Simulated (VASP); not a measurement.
# MgO in VASP: further runs

The runs below take MgO through single point, with PBE.

All numbers are computed with VASP 6.6.1; they aren't measurements. Logs are shortened: lines on timing, memory, paths and dates and some standing lists are left out, and cuts for length are marked.

### 1 The cell of the first run

The structure is monoclinic, space group C2 (No. 5). Conventional cell: a = 2.999 Å, b = 5.480 Å, c = 2.569 Å, α = 90.00°, β = 91.88°, γ = 90.00°. Mg (site symmetry 2) has 6 O at 2.17 to 2.23 Å and 2 Mg at 2.57 Å within 2.9 Å. Within 2.9 Å of O (site symmetry 2) lie 6 Mg at 2.17 to 2.23 Å and 2 O at 2.57 Å.

### 2 Single point, PBE (strained and its atoms moved)

The input, INCAR:

```
SYSTEM = MgO
  ALGO = Normal
  EDIFF = 1E-6
  ENCUT = 520
  GGA = PE
  ISIF = 2
  ISMEAR = 0
  LASPH = .TRUE.
  LCHARG = .FALSE.
  LREAL = .FALSE.
  LWAVE = .FALSE.
  NBANDS = 11
  NELM = 100
  PREC = Accurate
  SIGMA = 0.02
```

The input, KPOINTS:

```
k-points
0
G
  12 12 10
  0 0 0
```

The input, POSCAR:

```
MgO
1.0
    2.9986616548      0.0000000000     -0.0476253188
   -1.4993308274      2.7397598280      0.0238126594
   -0.0434376128      0.0000000000      2.5690360128
Mg O
1 1
Direct
    0.0058952978      0.0117905955      0.0000000000
    0.3274380322      0.6548760745      0.5000000000
```

Potentials or basis: VASP PAW PBE potentials, release 64 (Mg, O).

On the command line:

```console
$ cat potpaw_PBE.64/Mg/POTCAR potpaw_PBE.64/O/POTCAR > POTCAR
$ mpirun -np 1 vasp_std > vasp.out
```

OUTCAR:

```text
SYSTEM = MgO
   EDIFF = 1E-6
   ENCUT = 520
   GGA = PE
   ISIF = 2
   ISMEAR = 0
   LASPH = .TRUE.
   LREAL = .FALSE.
   NELM = 100
   PREC = Accurate

 ion  position               nearest neighbor table
   1  0.006  0.012  0.000-   2 2.17   2 2.17   2 2.18   2 2.18   2 2.23   2 2.23
   2  0.327  0.655  0.500-   1 2.17   1 2.17   1 2.18   1 2.18   1 2.23   1 2.23

  LATTYP: Found a base centered monoclinic cell.
 ALAT       =     2.9990398282
 B/A-ratio  =     1.8270913259
 C/A-ratio  =     0.8567419435
 COS(beta)  =    -0.0327815082

  Lattice vectors:

 A1 = (   1.4993308274,  -2.7397598280,  -0.0238126594)
 A2 = (   1.4993308274,   2.7397598280,  -0.0238126594)
 A3 = (  -0.0434376128,   0.0000000000,   2.5690360128)

Analysis of symmetry for initial positions (statically):
=====================================================================
 Subroutine PRICEL returns:
 Original cell was already a primitive cell.

 Routine SETGRP: Setting up the symmetry group for a
 base centered monoclinic supercell.

 Subroutine GETGRP returns: Found  2 space group operations
 (whereof  2 operations were pure point group operations)
 out of a pool of  4 trial point group operations.

The static configuration has the point symmetry C_2 .

Analysis of symmetry for dynamics (positions and initial velocities):
=====================================================================
 Subroutine PRICEL returns:
 Original cell was already a primitive cell.

 Routine SETGRP: Setting up the symmetry group for a
 base centered monoclinic supercell.

 Subroutine GETGRP returns: Found  2 space group operations
 (whereof  2 operations were pure point group operations)
 out of a pool of  4 trial point group operations.

The dynamic configuration has the point symmetry C_2 .

 Subroutine INISYM returns: Found  2 space group operations
 (whereof  2 operations are pure point group operations),
 and found     1 'primitive' translations

----------------------------------------------------------------------------------------

                                     Primitive cell

  volume of cell :      21.1005

  direct lattice vectors                    reciprocal lattice vectors
     2.998661655  0.000000000 -0.047625319     0.333571681  0.182497748  0.005640076
[... 92 lines left out ...]
   ISIF   =      2    stress and relaxation
   ISYM   =      2    0-nonsym 1-usesym 2-fastsym
   POTIM  = 0.5000    time-step for ionic-motion
   TEBEG  =    0.0;   TEEND  =   0.0 temperature during run
   PSTRESS=    0.0 pullay stress
   NELECT =       8.0000    total number of electrons
   NUPDOWN=      -1.0000    fix difference up-down
   EMIN   =  10.00;   EMAX   =-10.00  energy-range for DOS
   EFERMI =   0.00;   METHOD = LEGACY
   ISMEAR =     0;   SIGMA  =   0.02  broadening in eV -4-tet -1-fermi 0-gaus
   EFERMI_NEDOS =   21; number of points for ismear=-14 and -15
   IALGO  =     38    algorithm
   IMIX   =      4    mixing-type and parameters
     AMIX     =   0.40;   BMIX     =  1.00
     AMIX_MAG =   1.60;   BMIX_MAG =  1.00
  volume/ion in A,a.u.               =      10.55        71.20
  Fermi-wavevector in a.u.,A,eV,Ry     =   1.184878  2.239095 19.101709  1.403936
  Thomas-Fermi vector in A             =   2.321083
   LORBIT       =      0    0 simple, 1 ext, 2 COOP (PROOUT), +10 PAW based schemes
   GGA     = PE    functional components
   LHFCALC =     F    Hartree Fock is set to
   AEXX    =    0.0000 exact exchange contribution
   IVDW    =     0    specifies the selected vdW correction
   LEPSILON=     F    determine dielectric tensor
   LRPA    =     F    only Hartree local field effects (RPA)
 non-spin polarized calculation
 Gauss-broadening in eV      SIGMA  =   0.02
  energy-cutoff  :      520.00
  volume of cell :       21.10
 maximum number of plane-waves:       580
 NGX is ok and might be reduce to    24
   NGX = 11   NGY = 11   NGZ =  9

 number of electron       8.0000004 magnetization

 Free energy of the ion-electron system (eV)
  ---------------------------------------------------
  ext. energy  EPLUGINS =         0.00000000
  ---------------------------------------------------
  free energy    TOTEN  =       -11.01435766 eV

  energy without entropy =      -11.01435766  energy(sigma->0) =      -11.01435766

 E-fermi :   3.7646     XC(G=0): -10.4789

 val. band max:        3.6224404003   @ k =   0.4167   0.2500   0.0000
 cond. band min:       5.4912423951   @ k =   0.0000   0.0000   0.0000
 fundamental gap:      1.8688019948
 Fermi energy:         3.7645550993

 k-point     1 :       0.0000    0.0000    0.0000
  band No.  band energies     occupation
      1     -14.2727      2.00000
      2       1.7688      2.00000
      3       2.1507      2.00000
      4       3.3756      2.00000
      5       5.4912      0.00000
      6      15.1291      0.00000
      7      16.3864      0.00000
      8      17.4213      0.00000
      9      21.6735      0.00000
     10      24.2719      0.00000
     11      24.6541      0.00000
[... 309 lines left out ...]
 k-point    24 :       0.4167    0.1667    0.0000
  band No.  band energies     occupation
      1     -13.3939      2.00000
      2      -1.5134      2.00000
      3       0.3772      2.00000
      4       3.6157      2.00000
      5       9.8419      0.00000
      6      12.6335      0.00000
      7      15.8559      0.00000
      8      20.1852      0.00000
      9      23.7322      0.00000
     10      24.2346      0.00000
     11      26.3353      0.00000

 [... further k-points ...]

------------------------ aborting loop because EDIFF is reached ----------------------------------------

  FORCE on cell =-STRESS in cart. coord.  units (eV):
  Direction    XX          YY          ZZ          XY          YZ          ZX
  --------------------------------------------------------------------------------------
  -------------------------------------------------------------------------------------
  Total       -1.5654997     -3.3881543      3.1889946      0.0000000      0.0000000     -0.0830061
  in kB     -118.8694000   -257.2647295    242.1424104      0.0000000      0.0000000     -6.3027094
  external PRESSURE =     -44.6639064 kB  Pullay stress =       0.0000000 kB

 VOLUME and BASIS-vectors are now :
 -----------------------------------------------------------------------------
  energy-cutoff  :      520.00
  volume of cell :       21.10
      direct lattice vectors                 reciprocal lattice vectors
     2.998661655  0.000000000 -0.047625319     0.333571681  0.182497748  0.005640076
    -1.499330827  2.739759828  0.023812659     0.000000000  0.364995497  0.000000000
    -0.043437613  0.000000000  2.569036013     0.006183821  0.000000000  0.389355620

 POSITION                                       TOTAL-FORCE (eV/Angst)
 -----------------------------------------------------------------------------------
      0.00000      0.03230     -0.00000         0.000000     -0.236599      0.000000
     -0.02172      1.79420      1.28452        -0.000000      0.236599     -0.000000
 -----------------------------------------------------------------------------------
    total drift:                                0.000019      0.000053     -0.000000

  FREE ENERGIE OF THE ION-ELECTRON SYSTEM (eV)
  ---------------------------------------------------
  free  energy   TOTEN  =       -11.0143576610 eV

  energy  without entropy=      -11.0143576610  energy(sigma->0) =      -11.01435766
```

OSZICAR:

```text
N       E                     dE             d eps       ncg     rms          rms(c)
DAV:   1     0.154509198981E+02    0.15451E+02   -0.44582E+03  9868   0.635E+02
DAV:   2    -0.121388078358E+02   -0.27590E+02   -0.26827E+02 10123   0.134E+02
DAV:   3    -0.128181107698E+02   -0.67930E+00   -0.67883E+00 10540   0.189E+01
DAV:   4    -0.128199207861E+02   -0.18100E-02   -0.18100E-02  9586   0.112E+00
DAV:   5    -0.128199275820E+02   -0.67959E-05   -0.67959E-05 10427   0.672E-02    0.744E+00
DAV:   6    -0.110718522962E+02    0.17481E+01   -0.10558E+01  9032   0.170E+01    0.255E+00
DAV:   7    -0.110333388728E+02    0.38513E-01   -0.10310E-01  9563   0.259E+00    0.142E+00
DAV:   8    -0.110149974596E+02    0.18341E-01   -0.48518E-02  9083   0.226E+00    0.307E-01
DAV:   9    -0.110145280317E+02    0.46943E-03   -0.40966E-04 10528   0.154E-01    0.216E-01
DAV:  10    -0.110143583680E+02    0.16966E-03   -0.98150E-04  9113   0.250E-01    0.150E-02
DAV:  11    -0.110143568529E+02    0.15151E-05   -0.13072E-05 10106   0.237E-02    0.774E-03
DAV:  12    -0.110143578845E+02   -0.10316E-05   -0.23294E-06  9284   0.108E-02    0.314E-03
DAV:  13    -0.110143576610E+02    0.22352E-06   -0.11763E-07  4726   0.293E-03
   1 F= -.11014358E+02 E0= -.11014358E+02  d E =-.398925E-26
```

stdout:

```text
POSCAR found type information on POSCAR MgO
 POSCAR found :  2 types and       2 ions
 scaLAPACK will be used
 LDA part: xc-table for (Slater+PW92), standard interpolation
 POSCAR, INCAR and KPOINTS ok, starting setup
 FFT: planning ... GRIDC
 FFT: planning ... GRID_SOFT
 FFT: planning ... GRID
 WAVECAR not read
 entering main loop
```

It took 1.9 min on 1 thread of AMD EPYC 7R43 (Zen 3), shared host; peak memory 0.17 GiB.

Results:

```
Free energy            : -11.0144 eV
Pressure               : -4.5 GPa
Largest force          : 0.237 eV/Å
Band gap on the k mesh : 1.87 eV, indirect (least direct gap 2.12 eV)
```

Forces on the atoms (eV/Å):
```
Mg   0.000 -0.237  0.000
O    0.000  0.237  0.000
```

Caveat: the cell differs from its parent crystal (strained and its atoms moved).

### 3 Single point, PBE

This run uses another cell than the first one, of 10.01 Å³/atom, 0.949 times its volume.

The input, INCAR:

```
SYSTEM = MgO
ALGO = Normal ; EDIFF = 1E-7
ENCUT = 520 ; GGA = PE
ISIF = 2 ; ISMEAR = 0
LASPH = .TRUE. ; LCHARG = .FALSE.
LREAL = .FALSE. ; LWAVE = .FALSE.
NBANDS = 11 ; NELM = 100
PREC = Accurate ; SIGMA = 0.02
```

The input, KPOINTS:

```
k-points
0
G
  12 12 8
  0 0 0
```

The input, POSCAR:

```
MgO
1.0
    2.9377244759      0.0000000000      0.0000000000
   -1.4688622380      2.5441440255      0.0000000000
    0.0000000000      0.0000000000      2.6797873418
Mg O
1 1
Direct
    0.0000000000      0.0000000000      0.0000000000
    0.3333333333      0.6666666667      0.5000000000
```

Potentials or basis: VASP PAW PBE potentials, release 64 (Mg, O).

On the command line:

```console
$ cat potpaw_PBE.64/Mg/POTCAR potpaw_PBE.64/O/POTCAR > POTCAR
$ mpirun -np 1 vasp_std > vasp.out
```

Wall time 10 s (1 thread of Intel Xeon Platinum 8488C (Sapphire Rapids), shared host); peak memory 0.15 GiB.

It converged, with:

* Free energy: -11.2304 eV
* Pressure: -0.6 GPa
* Band gap on the k mesh: 3.00 eV, indirect (least direct gap 3.40 eV)

Stress tensor (GPa, compression positive):
```
-0.60  0.00  0.00
 0.00 -0.60  0.00
 0.00  0.00 -0.73
```

Levels at points of the mesh, in eV from the valence-band top:
```tsv
k point	band 2	band 3	band 4	band 5	band 6	band 7
(0.00, 0.00, 0.00)	-0.60	-0.60	-0.40	3.00	11.87	15.57
(0.50, 0.00, 0.00)	-4.88	-1.31	-0.05	6.60	10.53	13.09
(0.00, 0.00, 0.50)	-5.35	-0.09	-0.09	8.28	9.00	17.55
(0.50, 0.00, 0.50)	-3.71	-3.35	-0.82	5.82	11.42	13.96
```

A k mesh can miss the band edges. Expect the measured gap to be larger: semilocal functionals such as PBE lack the derivative discontinuity.
